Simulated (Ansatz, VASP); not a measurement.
One calculation of SiGe3, two programs

The input INCAR:

```
PREC = Accurate
ENCUT = 600
EDIFF = 1E-6
ISMEAR = 0
SIGMA = 0.1
LREAL = False
LASPH = True
NELM = 80
ALGO = Normal
ISIF = 3
LWAVE = False
LCHARG = False
GGA = PE
IBRION = 2
NSW = 90
EDIFFG = -0.04
```

KPOINTS

```
Automatic mesh
0
Gamma
  6 6 2
```

POSCAR

```
SiGe3
1.0
    2.8212659300      0.0000000000      0.0000000000
   -1.4106329600      2.4432879700      0.0000000000
    0.0000000000      0.0000000000     10.5973308500
Si Ge
1 3
Direct
    0.0000000000      0.0000000000      0.5000000000
    0.0000000000      0.0000000000      0.7500000000
    0.0000000000      0.0000000000      0.0000000000
    0.0000000000      0.0000000000      0.2500000000
```

Input for Ansatz:

```yaml
crystal:
  lattice:
    - [2.82126593, 0.0, 0.0]
    - [-1.41063296, 2.44328797, 0.0]
    - [0.0, 0.0, 10.59733085]
  atoms:
    - { symbol: Si, position: [0.0, 0.0, 0.5] }
    - { symbol: Ge, position: [0.0, 0.0, 0.75] }
    - { symbol: Ge, position: [0.0, 0.0, 0.0] }
    - { symbol: Ge, position: [0.0, 0.0, 0.25] }
basis:
  ecutwfc: 420
kpoints:
  mp_grid: { grid: [6, 6, 2] }
hamiltonian:
  xc: pbe
scf:
  occupations: { method: gaussian, width: 0.1 }
  lower_state_search: "off"
output:
  forces: true
  stress: true
  eigenvalues: true
relax:
  adjacent_minimum: "off"
  f_tol: 0.04
  max_steps: 70
  cell: { stress_tol: 0.4 }
```

Alike in both runs: task relaxation of cell and atoms; functional PBE; k mesh 6 × 6 × 2; occupations gaussian, width 0.1 eV; no spin polarisation.

```csv
,VASP,Ansatz
version,VASP 6.6.1,Ansatz 0.2.0
potentials or method,"VASP PAW PBE potentials, release 64 (Si, Ge_d), cutoff 600 eV","scalar-relativistic, plane waves, PAW"
valence electrons in the cell,46,46
```

VASP gave:

| Quantity | Value |
| --- | --- |
| gap on the k mesh at the Fermi level, each at its own relaxed structure (eV) | none |
| relaxed volume (Å³/atom) | 18.77 |
| relaxed cell length with the largest relative difference (Å) | 11.226 |

Task: Which values does Ansatz return?

Result: gap on the k mesh at the Fermi level, each at its own relaxed structure (eV): none; relaxed volume (Å³/atom): 18.71; relaxed cell length with the largest relative difference (Å): 11.129.

A gap of «none» marks a metal or a gap that the smearing closes.

The k mesh is coarse, so the values compare programs but aren't converged. Noted on VASP's run: too few bands were computed for a metal, which touches its energy and stress.
